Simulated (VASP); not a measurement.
SiO2: single point with r2SCAN

Crystal: SiO2.

```
CELL_PARAMETERS angstrom
0.00000 2.27209 2.27209
2.27209 0.00000 2.27209
2.27209 2.27209 0.00000
ATOMIC_POSITIONS crystal
Si 0.00000 0.00000 0.00000
O 0.25000 0.25000 0.25000
O 0.75000 0.75000 0.75000
```

This cell differs from its parent crystal: strain +0.3%.

```
Program             : VASP 6.6.1
Task                : single point
Functional          : r2SCAN
Potentials or basis : VASP PAW PBE potentials, release 64 (Si, O)
Cutoff              : 520 eV
k mesh              : 10 × 10 × 10
Occupations         : gaussian, width 0.01 eV
Spin                : no spin polarisation
```

```
Pressure               : -2.6 GPa
Band gap on the k mesh : 2.66 eV, direct
```

Levels at points of the mesh, in eV from the valence-band top:
| k point | band 6 | band 7 | band 8 | band 9 | band 10 | band 11 |
| --- | --- | --- | --- | --- | --- | --- |
| (0.00, 0.00, 0.00) | -2.34 | -2.34 | -2.34 | 2.77 | 6.66 | 6.66 |
| (0.50, 0.00, 0.00) | -5.21 | -4.60 | -4.60 | 6.74 | 10.50 | 10.97 |
| (0.50, 0.50, 0.00) | -1.04 | -1.04 | 0.00 | 2.66 | 9.02 | 12.00 |

Run time: 23 s on 1 thread of Intel(R) Xeon(R) 6975P-C (Granite Rapids) (shared host), peak memory 0.14 GiB.

Caveat: the cell differs from its parent crystal (strain +0.3%); the PAW data sets were made with another functional, which shifts forces and pressure a little. A k mesh can miss the band edges.
